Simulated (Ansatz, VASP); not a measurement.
## Two plane-wave programs on CaO

```
Ca O
1.0
     0.00000    2.35574    2.35574
     2.35574    0.00000    2.35574
     2.35574    2.35574    0.00000
Ca O
1 1
Direct
  0.00000 0.00000 0.00000
  0.50000 0.50000 0.50000
```

Alike in both runs: task relaxation of cell and atoms; functional LDA; k mesh 8 × 8 × 8; occupations gaussian, width 0.02 eV; no spin polarisation.

```csv
,VASP,Ansatz
version,VASP 6.6.1,Ansatz 0.2.0
potentials or method,"VASP PAW LDA potentials, release 64 (Ca_sv, O), cutoff 600 eV","scalar-relativistic, plane waves, PAW"
valence electrons in the cell,16,16
```

Ansatz gave:

* gap on the k mesh at the Fermi level, each at its own relaxed structure (eV): 3.45
* relaxed volume (Å³/atom): 13.04
* relaxed cell length with the largest relative difference (Å): 3.329

Task: Estimate VASP's values.

Result: gap on the k mesh at the Fermi level, each at its own relaxed structure (eV): 3.43; relaxed volume (Å³/atom): 13.13; relaxed cell length with the largest relative difference (Å): 3.336.

Ansatz warns that its potentials were made for another functional, while VASP's fit it. LDA's correlation is that of Perdew and Zunger in VASP and of Perdew and Wang (1992) in Ansatz.
